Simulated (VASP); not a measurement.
# KTaO3 in VASP: further runs

The runs below take KTaO3 through single point, with LDA.

Program: VASP 6.6.1. These are calculated values, not measurements. Logs are shortened: lines on timing, memory, paths and dates and some standing lists are left out, and cuts for length are marked.

**1. The cell of the first run**

Symmetry: Pm-3m, No. 221, cubic system. The conventional cell has a = 4.067 Å, b = 4.067 Å, c = 4.067 Å, α = 90.00°, β = 90.00°, γ = 90.00°. K (site symmetry m-3m) has 12 O at 2.88 Å and 8 Ta at 3.52 Å within 3.8 Å. Within 2.7 Å of Ta (site symmetry m-3m) lie 6 O at 2.03 Å. O (site symmetry 4/mmm) has 2 Ta at 2.03 Å within 2.7 Å.

**2. Single point, LDA (volume scaled by 1.06)**

File INCAR:

```
ALGO = Normal
EDIFF = 1E-6
ENCUT = 520
ISIF = 2
ISMEAR = -1
LASPH = T
LCHARG = F
LREAL = F
LWAVE = F
NBANDS = 27
NELM = 60
PREC = Accurate
SIGMA = 0.01
```

File KPOINTS:

```
k-points
0
Gamma
  5 5 5
```

File POSCAR:

```
KTaO3
1.0
    4.0665218197      0.0000000000      0.0000000000
    0.0000000000      4.0665218197      0.0000000000
    0.0000000000      0.0000000000      4.0665218197
K Ta O
1 1 3
Direct
    0.5000000000      0.5000000000      0.5000000000
    0.0000000000      0.0000000000      0.0000000000
    0.5000000000      0.0000000000      0.0000000000
    0.0000000000      0.5000000000      0.0000000000
    0.0000000000      0.0000000000      0.5000000000
```

Potentials or basis: VASP PAW LDA potentials, release 64 (K_sv, Ta_pv, O).

Started as:

```bash
$ cat potpaw_LDA.64/K_sv/POTCAR potpaw_LDA.64/Ta_pv/POTCAR potpaw_LDA.64/O/POTCAR > POTCAR
$ mpirun -np 1 vasp_std > vasp.out
```

OUTCAR:

```text
EDIFF = 1E-6
   ENCUT = 520
   ISIF = 2
   ISMEAR = -1
   LASPH = T
   LREAL = F
   NELM = 60
   PREC = Accurate

 ion  position               nearest neighbor table
   1  0.500  0.500  0.500-   3 2.88   4 2.88   5 2.88   3 2.88   4 2.88   3 2.88   5 2.88   3 2.88
                             4 2.88   5 2.88   4 2.88   5 2.88   2 3.52   2 3.52   2 3.52   2 3.52
   2  0.000  0.000  0.000-   3 2.03   4 2.03   5 2.03   5 2.03   4 2.03   3 2.03   1 3.52   1 3.52
                             1 3.52   1 3.52   1 3.52   1 3.52   1 3.52   1 3.52
   3  0.500  0.000  0.000-   2 2.03   2 2.03   1 2.88   1 2.88   1 2.88   1 2.88
   4  0.000  0.500  0.000-   2 2.03   2 2.03   1 2.88   1 2.88   1 2.88   1 2.88
   5  0.000  0.000  0.500-   2 2.03   2 2.03   1 2.88   1 2.88   1 2.88   1 2.88

  LATTYP: Found a simple cubic cell.
 ALAT       =     4.0665218197

  Lattice vectors:

 A1 = (   4.0665218197,   0.0000000000,   0.0000000000)
 A2 = (   0.0000000000,   4.0665218197,   0.0000000000)
 A3 = (   0.0000000000,   0.0000000000,   4.0665218197)

Analysis of symmetry for initial positions (statically):
=====================================================================
 Subroutine PRICEL returns:
 Original cell was already a primitive cell.

 Routine SETGRP: Setting up the symmetry group for a
 simple cubic supercell.

 Subroutine GETGRP returns: Found 48 space group operations
 (whereof 48 operations were pure point group operations)
 out of a pool of 48 trial point group operations.

The static configuration has the point symmetry O_h .

Analysis of symmetry for dynamics (positions and initial velocities):
=====================================================================
 Subroutine PRICEL returns:
 Original cell was already a primitive cell.

 Routine SETGRP: Setting up the symmetry group for a
 simple cubic supercell.

 Subroutine GETGRP returns: Found 48 space group operations
 (whereof 48 operations were pure point group operations)
 out of a pool of 48 trial point group operations.

The dynamic configuration has the point symmetry O_h .

 Subroutine INISYM returns: Found 48 space group operations
 (whereof 48 operations are pure point group operations),
 and found     1 'primitive' translations

----------------------------------------------------------------------------------------

                                     Primitive cell

  volume of cell :      67.2464

  direct lattice vectors                    reciprocal lattice vectors
     4.066521820  0.000000000  0.000000000     0.245910398  0.000000000  0.000000000
     0.000000000  4.066521820  0.000000000     0.000000000  0.245910398  0.000000000
     0.000000000  0.000000000  4.066521820     0.000000000  0.000000000  0.245910398

  length of vectors
     4.066521820  4.066521820  4.066521820     0.245910398  0.245910398  0.245910398

  position of ions in fractional coordinates (direct lattice)
     0.500000000  0.500000000  0.500000000
     0.000000000  0.000000000  0.000000000
     0.500000000  0.000000000  0.000000000
     0.000000000  0.500000000  0.000000000
     0.000000000  0.000000000  0.500000000

  ion indices of the primitive-cell ions
   primitive index   ion index
                 1           1
                 2           2
                 3           3
                 4           4
                 5           5

----------------------------------------------------------------------------------------

 KPOINTS: k-points

Automatic generation of k-mesh.
 Grid dimensions read from file:
 generate k-points for:    5    5    5

 Generating k-lattice:

  Cartesian coordinates                     Fractional coordinates (reciprocal lattice)
     0.049182080  0.000000000  0.000000000     0.200000000  0.000000000  0.000000000
     0.000000000  0.049182080  0.000000000     0.000000000  0.200000000  0.000000000
     0.000000000  0.000000000  0.049182080     0.000000000  0.000000000  0.200000000

  Length of vectors
     0.049182080  0.049182080  0.049182080

  Shift w.r.t. Gamma in fractional coordinates (k-lattice)
     0.000000000  0.000000000  0.000000000

 Subroutine IBZKPT returns following result:
 ===========================================

 Found     10 irreducible k-points:

 Following reciprocal coordinates:
            Coordinates               Weight
  0.000000  0.000000  0.000000      1.000000
  0.200000  0.000000  0.000000      6.000000
  0.400000  0.000000  0.000000      6.000000
  0.200000  0.200000  0.000000     12.000000
  0.400000  0.200000  0.000000     24.000000
  0.400000  0.400000  0.000000     12.000000
  0.200000  0.200000  0.200000      8.000000
  0.400000  0.200000  0.200000     24.000000
  0.400000  0.400000  0.200000     24.000000
  0.400000  0.400000  0.400000      8.000000
   k-points           NKPTS =     10   k-points in BZ     NKDIM =     10   number of bands    NBANDS=     27
   number of dos      NEDOS =    301   number of ions     NIONS =      5
   total plane-waves  NPLWV =  27000
   dimension x,y,z NGX =    30 NGY =   30 NGZ =   30
   dimension x,y,z NGXF=    60 NGYF=   60 NGZF=   60
   ions per type =               1   1   3
   NGX,Y,Z   is equivalent  to a cutoff of  12.26, 12.26, 12.26 a.u.
   NGXF,Y,Z  is equivalent  to a cutoff of  24.53, 24.53, 24.53 a.u.
 SYSTEM =  unknown system
   PREC   = accura    normal or accurate (medium, high low for compatibility)
   ISTART =      0    job   : 0-new  1-cont  2-samecut
   ICHARG =      2    charge: 1-file 2-atom 10-const
   ISPIN  =      1    spin polarized calculation?
   LNONCOLLINEAR =      F non collinear calculations
   LSORBIT =      F    spin-orbit coupling
   LASPH  =      T    aspherical Exc in radial PAW
   ENCUT  =  520.0 eV  38.22 Ry    6.18 a.u.   7.56  7.56  7.56*2*pi/ulx,y,z
   NELM   =     60;   NELMIN=  2; NELMDL= -5     # of ELM steps
   EDIFF  = 0.1E-05   stopping-criterion for ELM
   LREAL  =      F    real-space projection
   EDIFFG = 0.1E-04   stopping-criterion for IOM
   NSW    =      0    number of steps for IOM
   IBRION =     -1    ionic relax: 0-MD 1-quasi-New 2-CG
   NFREE  =      0    steps in history (QN), initial steepest desc. (CG)
   ISIF   =      2    stress and relaxation
   ISYM   =      2    0-nonsym 1-usesym 2-fastsym
   POTIM  = 0.5000    time-step for ionic-motion
   TEBEG  =    0.0;   TEEND  =   0.0 temperature during run
   PSTRESS=    0.0 pullay stress
   NELECT =      38.0000    total number of electrons
   NUPDOWN=      -1.0000    fix difference up-down
   EMIN   =  10.00;   EMAX   =-10.00  energy-range for DOS
   EFERMI =   0.00;   METHOD = LEGACY
   ISMEAR =    -1;   SIGMA  =   0.01  broadening in eV -4-tet -1-fermi 0-gaus
   EFERMI_NEDOS =   21; number of points for ismear=-14 and -15
   IALGO  =     38    algorithm
   IMIX   =      4    mixing-type and parameters
     AMIX     =   0.40;   BMIX     =  1.00
     AMIX_MAG =   1.60;   BMIX_MAG =  1.00
  volume/ion in A,a.u.               =      13.45        90.76
  Fermi-wavevector in a.u.,A,eV,Ry     =   1.353463  2.557673 24.923982  1.831861
  Thomas-Fermi vector in A             =   2.480716
   LORBIT       =      0    0 simple, 1 ext, 2 COOP (PROOUT), +10 PAW based schemes
   GGA     = CA    functional components
   LHFCALC =     F    Hartree Fock is set to
   AEXX    =    0.0000 exact exchange contribution
   IVDW    =     0    specifies the selected vdW correction
   LEPSILON=     F    determine dielectric tensor
   LRPA    =     F    only Hartree local field effects (RPA)
 non-spin polarized calculation
  energy-cutoff  :      520.00
  volume of cell :       67.25
 maximum number of plane-waves:      1839
 NGX is ok and might be reduce to    30
   NGX = 15   NGY = 15   NGZ = 15

 number of electron      37.9999984 magnetization

 Free energy of the ion-electron system (eV)
  ---------------------------------------------------
  ext. energy  EPLUGINS =         0.00000000
  ---------------------------------------------------
  free energy    TOTEN  =       -44.80916166 eV

  energy without entropy =      -44.80916166  energy(sigma->0) =      -44.80916166

 E-fermi :   1.2663     XC(G=0): -11.1342

 val. band max:        1.0223456484   @ k =   0.4000   0.4000   0.4000
 cond. band min:       3.0232928684   @ k =   0.0000   0.0000   0.0000
 fundamental gap:      2.0009472200
 Fermi energy:         1.2662706544

 k-point     1 :       0.0000    0.0000    0.0000
  band No.  band energies     occupation
      1     -33.0446      2.00000
      2     -33.0446      2.00000
      3     -33.0446      2.00000
      4     -25.7948      2.00000
      5     -15.9194      2.00000
      6     -15.2015      2.00000
[... 19 lines left out ...]
     26       8.8905      0.00000
     27       8.8905      0.00000

 k-point     2 :       0.2000    0.0000    0.0000
  band No.  band energies     occupation
      1     -33.0681      2.00000
      2     -33.0437      2.00000
      3     -33.0437      2.00000
      4     -25.7871      2.00000
      5     -15.8340      2.00000
      6     -15.1941      2.00000
[... 19 lines left out ...]
     26       9.3414      0.00000
     27       9.4430      0.00000

 k-point     3 :       0.4000    0.0000    0.0000
  band No.  band energies     occupation
      1     -33.1057      2.00000
      2     -33.0422      2.00000
      3     -33.0422      2.00000
      4     -25.7746      2.00000
      5     -15.7963      2.00000
      6     -15.1822      2.00000
[... 19 lines left out ...]
     26      10.1278      0.00000
     27      11.1475      0.00000

 k-point     4 :       0.2000    0.2000    0.0000
  band No.  band energies     occupation
      1     -33.0673      2.00000
      2     -33.0669      2.00000
      3     -33.0428      2.00000
      4     -25.7805      2.00000
      5     -15.7073      2.00000
      6     -15.0659      2.00000
[... 19 lines left out ...]
     26       9.7435      0.00000
     27       9.9045      0.00000
[... 96 lines left out ...]
      4     -25.7653      2.00000
      5     -15.3813      2.00000
      6     -14.9413      2.00000
[... 19 lines left out ...]
     26      10.7814      0.00000
     27      11.4634      0.00000

 k-point     9 :       0.4000    0.4000    0.2000
  band No.  band energies     occupation
      1     -33.1018      2.00000
      2     -33.1017      2.00000
      3     -33.0630      2.00000
      4     -25.7579      2.00000
      5     -15.1556      2.00000
      6     -14.5801      2.00000
[... 19 lines left out ...]
     26      10.9977      0.00000
     27      11.5744      0.00000

 k-point    10 :       0.4000    0.4000    0.4000
  band No.  band energies     occupation
      1     -33.1002      2.00000
      2     -33.1000      2.00000
      3     -33.1000      2.00000
      4     -25.7505      2.00000
      5     -14.6147      2.00000
      6     -14.5056      2.00000
[... 19 lines left out ...]
     26      11.7123      0.00000
     27      12.2923      0.00000

------------------------ aborting loop because EDIFF is reached ----------------------------------------

  FORCE on cell =-STRESS in cart. coord.  units (eV):
  Direction    XX          YY          ZZ          XY          YZ          ZX
  --------------------------------------------------------------------------------------
  -------------------------------------------------------------------------------------
  Total       -6.0886592     -6.0886592     -6.0886592      0.0000000      0.0000000      0.0000000
  in kB     -145.0650942   -145.0650942   -145.0650942      0.0000000      0.0000000      0.0000000
  external PRESSURE =    -145.0650942 kB  Pullay stress =       0.0000000 kB

 VOLUME and BASIS-vectors are now :
 -----------------------------------------------------------------------------
  energy-cutoff  :      520.00
  volume of cell :       67.25
      direct lattice vectors                 reciprocal lattice vectors
     4.066521820  0.000000000  0.000000000     0.245910398  0.000000000  0.000000000
     0.000000000  4.066521820  0.000000000     0.000000000  0.245910398  0.000000000
     0.000000000  0.000000000  4.066521820     0.000000000  0.000000000  0.245910398

 POSITION                                       TOTAL-FORCE (eV/Angst)
 -----------------------------------------------------------------------------------
      2.03326      2.03326      2.03326         0.000000      0.000000      0.000000
      0.00000      0.00000      0.00000         0.000000      0.000000      0.000000
      2.03326      0.00000      0.00000         0.000000      0.000000      0.000000
      0.00000      2.03326      0.00000         0.000000      0.000000      0.000000
      0.00000      0.00000      2.03326         0.000000      0.000000      0.000000
 -----------------------------------------------------------------------------------
    total drift:                                0.000000     -0.000000      0.000000

  FREE ENERGIE OF THE ION-ELECTRON SYSTEM (eV)
  ---------------------------------------------------
  free  energy   TOTEN  =       -44.8091616559 eV

  energy  without entropy=      -44.8091616559  energy(sigma->0) =      -44.80916166
```

Run time: 14 s. Hardware: 1 thread of Intel Xeon Platinum 8488C (Sapphire Rapids), shared host; peak memory 0.16 GiB.

Results:

```yaml
Free_energy: -44.8092 eV
Pressure: -14.5 GPa
Band_gap_on_the_k_mesh: 2.00 eV, indirect (least direct gap 2.54 eV)
```

Caveat: spin-orbit coupling is left out, which moves the levels of the heavy elements. A k mesh can miss the band edges.

**3. Single point, LDA (zz strain of -3 %)**

File INCAR:

```
PREC     = Accurate       # precision mode
ENCUT    = 520            # plane-wave cutoff, eV
EDIFF    = 1E-6           # SCF threshold, eV
ISMEAR   = -1             # smearing method
SIGMA    = 0.01           # smearing width, eV
LREAL    = F              # projectors in reciprocal space
LASPH    = T              # aspherical terms in the spheres
NELM     = 60             # most SCF steps
ALGO     = Normal         # electronic algorithm
ISIF     = 2              # what is computed and relaxed
LWAVE    = F              # write WAVECAR
LCHARG   = F              # write CHGCAR
GGA      = CA             # functional
NBANDS   = 27             # bands
```

File KPOINTS:

```
regular mesh
0
Gamma
  5 5 5
```

POSCAR, as its differences from that of step 2:

```diff
@@ -2,5 +2,5 @@
 1.0
-    4.0665218197      0.0000000000      0.0000000000
-    0.0000000000      4.0665218197      0.0000000000
-    0.0000000000      0.0000000000      4.0665218197
+    3.9883000000      0.0000000000      0.0000000000
+    0.0000000000      3.9883000000      0.0000000000
+    0.0000000000      0.0000000000      3.8686510000
 K Ta O
```

Potentials or basis: VASP PAW LDA potentials, release 64 (K_sv, Ta_pv, O).

Started as:

```bash
$ cat potpaw_LDA.64/K_sv/POTCAR potpaw_LDA.64/Ta_pv/POTCAR potpaw_LDA.64/O/POTCAR > POTCAR
$ mpirun -np 1 vasp_std > vasp.out
```

It took 22 s on 1 thread of Intel Xeon Platinum 8488C (Sapphire Rapids), shared host; peak memory 0.16 GiB.

Results (log left out):

| Item | Value |
| --- | --- |
| Free energy | -44.9977 eV |
| Pressure | 2.4 GPa |
| Band gap on the k mesh | 2.16 eV, indirect (least direct gap 2.61 eV) |

Stress tensor (GPa, compression positive):
```
-2.04  0.00  0.00
 0.00 -2.04  0.00
 0.00  0.00 11.40
```

Levels at points of the mesh, in eV from the valence-band top:
| k point | band 16 | band 17 | band 18 | band 19 | band 20 | band 21 | band 22 | band 23 |
| --- | --- | --- | --- | --- | --- | --- | --- | --- |
| (0.00, 0.00, 0.00) | -0.90 | -0.50 | -0.50 | -0.46 | 2.16 | 2.21 | 2.21 | 6.63 |

Caveat: the cell differs from its parent crystal (zz strain of -3 %); spin-orbit coupling is left out, which moves the levels of the heavy elements.
